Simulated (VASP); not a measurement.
Set up this calculation in VASP 6.6.1, as the native input.

```
Task                               : single point
Functional                         : PBE-based screened hybrid with 25 % exact exchange
Potentials or basis                : VASP PAW PBE potentials, release 64 (Ga_d, N)
Cutoff                             : 520 eV
k mesh                             : 5 × 5 × 5
Occupations                        : fermi-dirac, width 0.05 eV
Spin                               : no spin polarisation
Dipole correction                  : no
Grid for exact exchange (PRECFOCK) : Normal
Share of exact exchange            : 0.25
Further INCAR settings             : ALGO = Normal; EDIFF = 1e-07; NBANDS = 16
Screening parameter                : 0.2 1/Å
```

GaN:

```xyz
2
Lattice="0.0000 2.2535 2.2535 2.2535 0.0000 2.2535 2.2535 2.2535 0.0000" Properties=species:S:1:pos:R:3 pbc="T T T"
Ga    0.0000    0.0000    0.0000
N     1.1268    1.1268    1.1268
```

These files were run (other wordings do the same):

POSCAR

```
GaN
1.0
    0.0000000000      2.2535006075      2.2535006075
    2.2535006075      0.0000000000      2.2535006075
    2.2535006075      2.2535006075      0.0000000000
Ga N
1 1
Direct
    0.0000000000      0.0000000000      0.0000000000
    0.2500000000      0.2500000000      0.2500000000
```

INCAR.step1

```
  PREC = Accurate
  ENCUT = 520
  EDIFF = 1E-5
  ISMEAR = -1
  SIGMA = 0.05
  LREAL = F
  LASPH = T
  NELM = 80
  ALGO = Normal
  ISIF = 2
  LWAVE = T
  LCHARG = F
  NBANDS = 16
  GGA = PE
```

INCAR.step2

```
  PREC = Accurate
  ENCUT = 520
  EDIFF = 1E-7
  ISMEAR = -1
  SIGMA = 0.05
  LREAL = F
  LASPH = T
  NELM = 80
  ALGO = Normal
  ISIF = 2
  LWAVE = F
  LCHARG = F
  GGA = PE
  LHFCALC = T
  AEXX = 0.25
  HFSCREEN = 0.2
  PRECFOCK = Normal
  NBANDS = 16
  ISTART = 1
```

KPOINTS

```
regular mesh
0
Gamma
  5 5 5
```

Potentials or basis: VASP PAW PBE potentials, release 64 (Ga_d, N).

The run is started by

```console
$ cat potpaw_PBE.64/Ga_d/POTCAR potpaw_PBE.64/N/POTCAR > POTCAR
$ cp INCAR.step1 INCAR
$ mpirun -np 1 vasp_std > vasp.out
$ cp INCAR.step2 INCAR
$ mpirun -np 1 vasp_std > vasp.out
```

Results of the run:

The pressure is -1.4 GPa and the band gap on the k mesh is 3.01 eV.

Caveat: the k points lie up to 0.48 Å⁻¹ apart; the PAW data sets were made with another functional, which shifts forces and pressure a little.

Wall time 12 min on 1 thread of Intel(R) Xeon(R) Platinum 8259CL CPU @ 2.50GHz (Skylake/Cascade Lake), on a shared host, peak memory 0.25 GiB.
